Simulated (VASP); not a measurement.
Wanted: the native input for a VASP 6.6.1 run.

| Quantity | Value |
| --- | --- |
| Task | single point |
| Functional | revPBE |
| Potentials or basis | VASP PAW PBE potentials, release 64 (Re) |
| Cutoff | 520 eV |
| k mesh | 17 × 17 × 8 |
| Occupations | fermi-dirac, width 0.1 eV |
| Spin | no spin polarisation |
| Dipole correction | no |
| Further INCAR settings | ALGO = Normal; EDIFF = 1e-06; NBANDS = 14 |

The structure of Re lies in POSCAR:

```
Re
1.0
   -1.9430269979      1.5965282254      1.4242544996
    1.5965282254     -1.9430269979      1.4242544996
    3.5980677224      3.5980677224     -2.0588676360
Re
2
Direct
    0.9583649146      0.0416350854      0.0000000000
    0.7916350854      0.2083649146      0.5000000000
```

These files were run (other wordings do the same):

INCAR

```
SYSTEM = Re
PREC = Accurate
ENCUT = 520
EDIFF = 1E-6
ISMEAR = -1
SIGMA = 0.1
LREAL = .False.
LASPH = .True.
NELM = 60
ALGO = Normal
ISIF = 2
LWAVE = .False.
LCHARG = .False.
GGA = RE
NBANDS = 14
```

KPOINTS

```
regular mesh
0
Gamma
  17 17 8
  0 0 0
```

Potentials or basis: VASP PAW PBE potentials, release 64 (Re).

Run with:

```console
$ cat potpaw_PBE.64/Re/POTCAR > POTCAR
$ mpirun -np 1 vasp_std > vasp.out
```

Results of the run:

The pressure is -32.0 GPa. The band gap on the k mesh is zero (bands 7 and 8 overlap by 2.60 eV).

Caveat: the cell stands under tension; the PAW data sets were made with another functional, which shifts forces and pressure a little; spin-orbit coupling is left out, which moves the levels of the heavy elements.

Run time: 2.3 min on 1 thread of Intel(R) Xeon(R) Platinum 8488C (Sapphire Rapids), with other jobs on the host, peak memory 0.38 GiB.
